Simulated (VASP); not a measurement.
Here is a VASP 6.6.1 calculation.

Contents of INCAR:

```
ALGO = Normal
EDIFF = 1E-6
EDIFFG = -0.04
ENCUT = 600
GGA = PE
IBRION = 2
ISIF = 3
ISMEAR = 0
LASPH = T
LCHARG = F
LREAL = F
LWAVE = F
NELM = 100
NSW = 90
PREC = Accurate
SIGMA = 0.1
```

KPOINTS

```
k-points
0
Gamma
  4 4 4
```

Contents of POSCAR:

```
ReHg2Sb2
1.0
    4.7318978600      0.0000000000      0.0000000000
    0.0000000000      4.7318978600      0.0000000000
    0.0000000000      0.0000000000      6.4186801300
Re Hg Sb
1 2 2
Direct
    0.0000000000      0.0000000000      0.0000000000
    0.0000000000      0.5000000000      0.5000000000
    0.5000000000      0.0000000000      0.5000000000
    0.5000000000      0.5000000000      0.2399999900
    0.5000000000      0.5000000000      0.7600000100
```

Potentials or basis: VASP PAW PBE potentials, release 64 (Re, Hg, Sb).

Run with:

```console
$ cat potpaw_PBE.64/Re/POTCAR potpaw_PBE.64/Hg/POTCAR potpaw_PBE.64/Sb/POTCAR > POTCAR
$ mpirun -np 1 vasp_std > vasp.out
```

**Question.** Predict the space group after relaxing (to 0.05 Å).

**Answer.** P4/mmm (No. 123).

**Question.** What does it give for the relaxed volume?

**Answer.** 25.90 Å³/atom.

Final structure:
```cif
data_structure
_symmetry_space_group_name_H-M 'P 1'
_symmetry_Int_Tables_number 1
_cell_length_a 3.6942
_cell_length_b 3.6942
_cell_length_c 9.4899
_cell_angle_alpha 90.000
_cell_angle_beta 90.000
_cell_angle_gamma 90.000
_cell_volume 129.51
loop_
_atom_site_label
_atom_site_type_symbol
_atom_site_fract_x
_atom_site_fract_y
_atom_site_fract_z
_atom_site_occupancy
Re1 Re 0.00000 0.00000 0.00000 1
Hg1 Hg 0.00000 0.50000 0.50000 1
Hg2 Hg 0.50000 0.00000 0.50000 1
Sb1 Sb 0.50000 0.50000 0.15804 1
Sb2 Sb 0.50000 0.50000 0.84196 1
```
